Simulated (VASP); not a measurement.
# SbP (P1) in VASP: a series of runs

The runs below take SbP through single point, relaxation of cell and atoms, with PBE.

Everything below comes from runs of VASP 6.6.1. Logs are shortened: lines on timing, memory, paths and dates and some standing lists are left out, and cuts for length are marked.

### Step 1. The cell of the first run

The typed cell holds 4 atoms: a = 3.455 Å, b = 3.628 Å, c = 5.044 Å, α = 93.72°, β = 90.05°, γ = 90.83°.

### Step 2. Single point, PBE

Contents of INCAR:

```
PREC = Accurate ; ENCUT = 520
EDIFF = 1E-7 ; ISMEAR = 0
SIGMA = 0.1 ; LREAL = False
LASPH = True ; NELM = 60
ALGO = Normal ; ISIF = 2
LWAVE = False ; LCHARG = False
GGA = PE ; NBANDS = 18
```

Contents of KPOINTS:

```
regular mesh
0
Gamma
  6 6 4
```

Contents of POSCAR:

```
SbP
1.0
    3.4545324900      0.0000000000      0.0000000000
   -0.0526834800      3.6271624300      0.0000000000
   -0.0039731100     -0.3274766800      5.0331357700
Sb P
2 2
Direct
    0.5005679700      0.5000479800      0.4992449900
    0.0001590000      0.9999979700      0.4991550100
    0.4878830000      0.4887810100      0.0007420000
    0.0112280000      0.0117830000      0.0011440000
```

Potentials or basis: VASP PAW PBE potentials, release 64 (Sb, P).

Started as:

```console
$ cat potpaw_PBE.64/Sb/POTCAR potpaw_PBE.64/P/POTCAR > POTCAR
$ mpirun -np 1 vasp_std > vasp.out
```

OUTCAR:

```text
PREC = Accurate
   ENCUT = 520
   EDIFF = 1E-7
   ISMEAR = 0
   LREAL = False
   LASPH = True
   NELM = 60
   ISIF = 2
   GGA = PE

 ion  position               nearest neighbor table
   1  0.501  0.500  0.499-   2 2.49   2 2.49   3 2.51   2 2.52   2 2.52   3 2.53
   2  0.000  1.000  0.499-   1 2.49   1 2.49   4 2.52   1 2.52   1 2.52   4 2.53
   3  0.488  0.489  0.001-   4 2.37   1 2.51   4 2.52   4 2.53   1 2.53   4 2.60
   4  0.011  0.012  0.001-   3 2.37   2 2.52   3 2.52   2 2.53   3 2.53   3 2.60

  LATTYP: Found a triclinic cell.
 ALAT       =     3.6275450159
 B/A-ratio  =     1.3708484584
 C/A-ratio  =     1.9207753592
 COS(alpha) =     0.0006915361
 COS(beta)  =     0.4808375513
 COS(gamma) =     0.7193862214

  Lattice vectors:

 A1 = (   0.0526834800,  -3.6271624300,   0.0000000000)
 A2 = (  -3.4018490100,  -3.6271624300,   0.0000000000)
 A3 = (   3.5111890800,  -3.2996857500,  -5.0331357700)

Analysis of symmetry for initial positions (statically):
=====================================================================
 Subroutine PRICEL returns:
 Original cell was already a primitive cell.

 Routine SETGRP: Setting up the symmetry group for a
 triclinic supercell.

 Subroutine GETGRP returns: Found  1 space group operations
 (whereof  1 operations were pure point group operations)
 out of a pool of  2 trial point group operations.

The static configuration has the point symmetry C_1 .

Analysis of symmetry for dynamics (positions and initial velocities):
=====================================================================
 Subroutine PRICEL returns:
 Original cell was already a primitive cell.

 Routine SETGRP: Setting up the symmetry group for a
 triclinic supercell.

 Subroutine GETGRP returns: Found  1 space group operations
 (whereof  1 operations were pure point group operations)
 out of a pool of  2 trial point group operations.

The dynamic configuration has the point symmetry C_1 .

 Subroutine INISYM returns: Found  1 space group operations
 (whereof  1 operations are pure point group operations),
 and found     1 'primitive' translations

----------------------------------------------------------------------------------------

                                     Primitive cell

  volume of cell :      63.0659

  direct lattice vectors                    reciprocal lattice vectors
     3.454532490  0.000000000  0.000000000     0.289474771  0.004204537  0.000502073
    -0.052683480  3.627162430  0.000000000     0.000000000  0.275697606  0.017938029
    -0.003973110 -0.327476680  5.033135770     0.000000000  0.000000000  0.198683295

  length of vectors
     3.454532490  3.627545016  5.043779579     0.289505739  0.276280551  0.198683295

  position of ions in fractional coordinates (direct lattice)
     0.500567970  0.500047980  0.499244990
     0.000159000  0.999997970  0.499155010
     0.487883000  0.488781010  0.000742000
     0.011228000  0.011783000  0.001144000

  ion indices of the primitive-cell ions
   primitive index   ion index
                 1           1
                 2           2
                 3           3
                 4           4

----------------------------------------------------------------------------------------

 KPOINTS: regular mesh

Automatic generation of k-mesh.
 Grid dimensions read from file:
 generate k-points for:    6    6    4

 Generating k-lattice:

  Cartesian coordinates                     Fractional coordinates (reciprocal lattice)
     0.048245795  0.000700756  0.000083679     0.166666667  0.000000000 -0.000000000
     0.000000000  0.045949601  0.002989672     0.000000000  0.166666667  0.000000000
     0.000000000  0.000000000  0.049670824     0.000000000  0.000000000  0.250000000

  Length of vectors
     0.048250957  0.046046759  0.049670824

  Shift w.r.t. Gamma in fractional coordinates (k-lattice)
     0.000000000  0.000000000  0.000000000

 Subroutine IBZKPT returns following result:
 ===========================================

 Found     76 irreducible k-points:

 Following reciprocal coordinates:
            Coordinates               Weight
  0.000000  0.000000  0.000000      1.000000
  0.166667  0.000000  0.000000      2.000000
  0.333333  0.000000  0.000000      2.000000
  0.500000  0.000000  0.000000      1.000000
  0.000000  0.166667  0.000000      2.000000
  0.166667  0.166667  0.000000      2.000000
[... 16 lines left out ...]
  0.333333  0.000000  0.250000      2.000000
  0.500000  0.000000  0.250000      2.000000
 [... further k-points ...]
   k-points           NKPTS =     76   k-points in BZ     NKDIM =     76   number of bands    NBANDS=     18
   number of dos      NEDOS =    301   number of ions     NIONS =      4
   total plane-waves  NPLWV =  31360
   dimension x,y,z NGX =    28 NGY =   28 NGZ =   40
   dimension x,y,z NGXF=    56 NGYF=   56 NGZF=   80
   ions per type =               2   2
   NGX,Y,Z   is equivalent  to a cutoff of  13.47, 12.83, 13.18 a.u.
   NGXF,Y,Z  is equivalent  to a cutoff of  26.95, 25.66, 26.37 a.u.
 SYSTEM =  unknown system
   PREC   = accura    normal or accurate (medium, high low for compatibility)
   ISTART =      0    job   : 0-new  1-cont  2-samecut
   ICHARG =      2    charge: 1-file 2-atom 10-const
   ISPIN  =      1    spin polarized calculation?
   LNONCOLLINEAR =      F non collinear calculations
   LSORBIT =      F    spin-orbit coupling
   LASPH  =      T    aspherical Exc in radial PAW
   ENCUT  =  520.0 eV  38.22 Ry    6.18 a.u.   6.42  6.74  9.38*2*pi/ulx,y,z
   NELM   =     60;   NELMIN=  2; NELMDL= -5     # of ELM steps
   EDIFF  = 0.1E-06   stopping-criterion for ELM
   LREAL  =      F    real-space projection
   EDIFFG = 0.1E-05   stopping-criterion for IOM
   NSW    =      0    number of steps for IOM
   IBRION =     -1    ionic relax: 0-MD 1-quasi-New 2-CG
   NFREE  =      0    steps in history (QN), initial steepest desc. (CG)
   ISIF   =      2    stress and relaxation
   ISYM   =      2    0-nonsym 1-usesym 2-fastsym
   POTIM  = 0.5000    time-step for ionic-motion
   TEBEG  =    0.0;   TEEND  =   0.0 temperature during run
   PSTRESS=    0.0 pullay stress
   NELECT =      20.0000    total number of electrons
   NUPDOWN=      -1.0000    fix difference up-down
   EMIN   =  10.00;   EMAX   =-10.00  energy-range for DOS
   EFERMI =   0.00;   METHOD = LEGACY
   ISMEAR =     0;   SIGMA  =   0.10  broadening in eV -4-tet -1-fermi 0-gaus
   EFERMI_NEDOS =   21; number of points for ismear=-14 and -15
   IALGO  =     38    algorithm
   IMIX   =      4    mixing-type and parameters
     AMIX     =   0.40;   BMIX     =  1.00
     AMIX_MAG =   1.60;   BMIX_MAG =  1.00
  volume/ion in A,a.u.               =      15.77       106.40
  Fermi-wavevector in a.u.,A,eV,Ry     =   1.116400  2.109690 16.957609  1.246349
  Thomas-Fermi vector in A             =   2.253014
   LORBIT       =      0    0 simple, 1 ext, 2 COOP (PROOUT), +10 PAW based schemes
   GGA     = PE    functional components
   LHFCALC =     F    Hartree Fock is set to
   AEXX    =    0.0000 exact exchange contribution
   IVDW    =     0    specifies the selected vdW correction
   LEPSILON=     F    determine dielectric tensor
   LRPA    =     F    only Hartree local field effects (RPA)
 non-spin polarized calculation
 Gauss-broadening in eV      SIGMA  =   0.10
  energy-cutoff  :      520.00
  volume of cell :       63.07
 maximum number of plane-waves:      1720
 NGX is ok and might be reduce to    28
   NGX = 13   NGY = 13   NGZ = 19

 number of electron      19.9999998 magnetization

 Free energy of the ion-electron system (eV)
  ---------------------------------------------------
  ext. energy  EPLUGINS =         0.00000000
  ---------------------------------------------------
  free energy    TOTEN  =       -12.70118242 eV

  energy without entropy =      -12.69525559  energy(sigma->0) =      -12.69821901

 E-fermi :  13.4219     XC(G=0): -11.7852

 val. band max:       13.4075845680   @ k =   0.5000   0.3333   0.5000
 cond. band min:      13.4431823433   @ k =   0.3333   0.0000   0.5000
 fundamental gap:      0.0355977754
 Fermi energy:        13.4219341487

 k-point     1 :       0.0000    0.0000    0.0000
  band No.  band energies     occupation
      1      -4.3039      2.00000
      2       0.6522      2.00000
      3       3.6452      2.00000
      4       5.8288      2.00000
      5       6.8670      2.00000
      6       7.8315      2.00000
[... 10 lines left out ...]
     17      18.3225      0.00000
     18      20.3059      0.00000

 k-point     2 :       0.1667    0.0000    0.0000
  band No.  band energies     occupation
      1      -3.9502      2.00000
      2       0.9740      2.00000
      3       3.9622      2.00000
      4       3.9818      2.00000
      5       7.3108      2.00000
      6       8.1760      2.00000
[... 10 lines left out ...]
     17      19.4433      0.00000
     18      19.6833      0.00000

 k-point     3 :       0.3333    0.0000    0.0000
  band No.  band energies     occupation
      1      -2.8927      2.00000
      2       1.1894      2.00000
      3       1.9993      2.00000
      4       4.9626      2.00000
      5       5.8597      2.00000
      6       8.3605      2.00000
[... 10 lines left out ...]
     17      18.8248      0.00000
     18      19.8050      0.00000

 k-point     4 :       0.5000    0.0000    0.0000
  band No.  band energies     occupation
      1      -1.2755      2.00000
      2      -1.0117      2.00000
      3       3.3982      2.00000
      4       3.8188      2.00000
      5       6.3619      2.00000
      6       6.6462      2.00000
[... 375 lines left out ...]
      4       6.2213      2.00000
      5       6.9555      2.00000
      6       7.6529      2.00000
[... 10 lines left out ...]
     17      18.6467      0.00000
     18      19.7116      0.00000

 k-point    23 :       0.3333    0.0000    0.2500
  band No.  band energies     occupation
      1      -2.5555      2.00000
      2       0.4638      2.00000
      3       1.5935      2.00000
      4       4.3704      2.00000
      5       7.1791      2.00000
      6       8.8133      2.00000
[... 10 lines left out ...]
     17      19.3081      0.00000
     18      20.4771      0.00000

 k-point    24 :       0.5000    0.0000    0.2500
  band No.  band energies     occupation
      1      -0.9216      2.00000
      2      -0.6791      2.00000
      3       1.9274      2.00000
      4       2.3397      2.00000
      5       8.4826      2.00000
      6       8.7967      2.00000
[... 10 lines left out ...]
     17      20.0070      0.00000
     18      20.3034      0.00000

 [... further k-points ...]

------------------------ aborting loop because EDIFF is reached ----------------------------------------

  FORCE on cell =-STRESS in cart. coord.  units (eV):
  Direction    XX          YY          ZZ          XY          YZ          ZX
  --------------------------------------------------------------------------------------
  -------------------------------------------------------------------------------------
  Total       29.7006200     30.6993338     18.7756319      1.3638502     -0.2267103     -0.0789581
  in kB      754.5380852    779.9102019    476.9910319     34.6483304     -5.7595269     -2.0059145
  external PRESSURE =     670.4797730 kB  Pullay stress =       0.0000000 kB

 VOLUME and BASIS-vectors are now :
 -----------------------------------------------------------------------------
  energy-cutoff  :      520.00
  volume of cell :       63.07
      direct lattice vectors                 reciprocal lattice vectors
     3.454532490  0.000000000  0.000000000     0.289474771  0.004204537  0.000502073
    -0.052683480  3.627162430  0.000000000     0.000000000  0.275697606  0.017938029
    -0.003973110 -0.327476680  5.033135770     0.000000000  0.000000000  0.198683295

 POSITION                                       TOTAL-FORCE (eV/Angst)
 -----------------------------------------------------------------------------------
      1.70090      1.65026      2.51277         0.154413      0.220288      0.200605
     -0.05412      3.46369      2.51231        -0.155019     -0.221046      0.020784
      1.65965      1.77265      0.00373         0.050452      0.073761     -0.140417
      0.03816      0.04236      0.00576        -0.049846     -0.073003     -0.080971
 -----------------------------------------------------------------------------------
    total drift:                               -0.000002      0.000000      0.000057

  FREE ENERGIE OF THE ION-ELECTRON SYSTEM (eV)
  ---------------------------------------------------
  free  energy   TOTEN  =       -12.7011824230 eV

  energy  without entropy=      -12.6952555940  energy(sigma->0) =      -12.69821901
```

It took 36 s on 1 thread of Intel Xeon 6975P-C (Granite Rapids), shared host; peak memory 0.22 GiB.

What came out:

| Quantity | Value |
| --- | --- |
| Free energy | -12.7012 eV |
| Pressure | 67.0 GPa |
| Largest force | 0.336 eV/Å |
| Band gap on the k mesh | zero (band 10 reaches 14.62 eV, above the bottom of band 11 at 12.36 eV) |

Forces in eV/Å, atoms in the order of the input:
```
Sb   0.154  0.220  0.201
Sb  -0.155 -0.221  0.021
P    0.050  0.074 -0.140
P   -0.050 -0.073 -0.081
```

Caveat: spin-orbit coupling is left out, which moves the levels of the heavy elements.

### Step 3. Relaxation of cell and atoms, PBE

Contents of INCAR:

```
  ALGO = Normal
  EDIFF = 1E-7
  EDIFFG = -0.04
  ENCUT = 600
  GGA = PE
  IBRION = 2
  ISIF = 3
  ISMEAR = 0
  LASPH = True
  LCHARG = False
  LREAL = False
  LWAVE = False
  NELM = 100
  NSW = 90
  PREC = Accurate
  SIGMA = 0.1
```

Contents of KPOINTS:

```
k-points
0
Gamma
  6 6 4
```

POSCAR is that of step 2.

Potentials or basis: VASP PAW PBE potentials, release 64 (Sb, P).

Started as:

```console
$ cat potpaw_PBE.64/Sb/POTCAR potpaw_PBE.64/P/POTCAR > POTCAR
$ mpirun -np 1 vasp_std > vasp.out
```

It took 25 min on 1 thread of Intel Xeon 6975P-C (Granite Rapids), shared host; peak memory 0.29 GiB.

The run converged. Its results:

```yaml
Free_energy: -18.3033 eV
Relaxed_volume: 26.15 Å³/atom
Relaxed_cell: a = 3.857 Å, b = 4.949 Å, c = 5.596 Å, α = 78.36°, β = 89.51°, γ = 89.62°
Space_group_after_relaxing_to_0.05_Å: P-1 (No. 2)
Energy_gained_by_relaxing: 1400.3 meV/atom
Ionic_steps: 59
Pressure_after_relaxing: 0.0 GPa
Largest_force_after_relaxing: 0.037 eV/Å
Band_gap_on_the_k_mesh: zero (band 10 reaches 6.70 eV, above the bottom of band 11 at 5.72 eV)
```

Forces in eV/Å, atoms in the order of the input:
```
Sb   0.021 -0.014 -0.016
Sb  -0.021  0.014  0.015
P    0.036  0.004 -0.001
P   -0.036 -0.004  0.002
```

Stress tensor (GPa, compression positive):
```
 0.02 -0.12 -0.04
-0.12  0.15 -0.01
-0.04 -0.01 -0.12
```

The path:
| step | energy change (eV) | largest force (eV/Å) | pressure (GPa) | volume (Å³) |
| --- | --- | --- | --- | --- |
| 1 | 0.0000 | 0.3355 | 67.05 | 63.07 |
| 3 | -4.5486 | 0.8048 | -1.11 | 95.35 |
| 5 | -4.5544 | 0.7956 | 0.01 | 93.75 |
| 7 | -4.9304 | 1.4241 | 0.65 | 94.63 |
| 9 | -5.2911 | 0.5661 | 3.01 | 96.90 |
| 11 | -5.3673 | 0.5373 | 1.16 | 101.50 |
| 13 | -5.3957 | 0.4622 | -0.85 | 104.72 |
| 15 | -5.4471 | 0.2491 | -0.01 | 104.71 |
| 17 | -5.4565 | 0.0957 | -0.16 | 105.01 |
| 19 | -5.4657 | 0.0705 | -0.34 | 105.00 |
| 21 | -5.4783 | 0.2544 | 0.46 | 103.69 |
| 23 | -5.4832 | 0.1642 | 0.03 | 103.80 |
| 25 | -5.4934 | 0.1901 | -0.06 | 103.98 |
| 27 | -5.4956 | 0.2379 | -0.10 | 104.10 |
| 29 | -5.5028 | 0.0750 | 0.36 | 104.05 |
| 31 | -5.5035 | 0.1322 | 0.56 | 104.03 |
| 33 | -5.5098 | 0.0802 | -0.17 | 105.82 |
| 35 | -5.5121 | 0.0775 | -0.24 | 106.13 |
| 37 | -5.5186 | 0.1157 | -0.04 | 106.05 |
| 39 | -5.5255 | 0.2541 | 0.19 | 105.55 |
| 41 | -5.5309 | 0.1411 | -0.01 | 105.77 |
| 43 | -5.5410 | 0.0677 | 0.06 | 105.64 |
| 45 | -5.5483 | 0.3004 | 0.41 | 105.40 |
| 47 | -5.5646 | 0.4590 | -0.23 | 106.55 |
| 49 | -5.5735 | 0.3468 | -0.31 | 106.53 |
| 51 | -5.5791 | 0.2389 | -0.28 | 106.31 |
| 53 | -5.5826 | 0.2909 | 1.14 | 103.33 |
| 55 | -5.5945 | 0.1469 | 0.32 | 104.69 |
| 57 | -5.6004 | 0.0736 | -0.02 | 104.71 |
| 59 | -5.6014 | 0.0368 | 0.02 | 104.62 |

Final structure:
```xyz
4
Lattice="3.8566 0.0523 0.0263 -0.0379 4.9118 0.6053 0.0033 0.4501 5.5777" Properties=species:S:1:pos:R:3 pbc="T T T"
Sb    1.9115    2.8502    3.1599
Sb    3.8195    5.0479    3.3665
P     1.8987    2.3541    5.7459
P     0.0138    0.5793    0.1484
```

Levels at points of the mesh, in eV from the Fermi level:
| k point | band 7 | band 8 | band 9 | band 10 | band 11 | band 12 | band 13 | band 14 |
| --- | --- | --- | --- | --- | --- | --- | --- | --- |
| (0.00, 0.00, 0.00) | -3.95 | -2.13 | -1.23 | -0.79 | -0.43 | 1.96 | 2.60 | 3.38 |
| (0.50, 0.00, 0.00) | -3.13 | -3.10 | -1.91 | -1.85 | 0.05 | 0.13 | 2.54 | 2.54 |
| (0.00, 0.50, 0.00) | -3.66 | -1.08 | -0.71 | -0.51 | 1.13 | 1.50 | 1.97 | 3.36 |
| (0.50, 0.50, 0.00) | -3.78 | -3.72 | -2.96 | -2.93 | 1.75 | 1.78 | 4.08 | 4.08 |
| (0.00, 0.00, 0.50) | -3.45 | -1.59 | -1.33 | -0.16 | 0.04 | 1.66 | 2.76 | 3.39 |
| (0.50, 0.00, 0.50) | -2.42 | -2.39 | -1.08 | -0.97 | 0.31 | 0.33 | 0.85 | 0.90 |
| (0.00, 0.50, 0.50) | -1.39 | -0.99 | -0.76 | -0.13 | 0.82 | 1.18 | 1.24 | 1.40 |
| (0.50, 0.50, 0.50) | -4.35 | -4.32 | -0.54 | -0.44 | 1.86 | 1.87 | 4.22 | 4.36 |

Caveat: the volume moved by over 15 % at a fixed basis, so the end points are rough; spin-orbit coupling is left out, which moves the levels of the heavy elements.
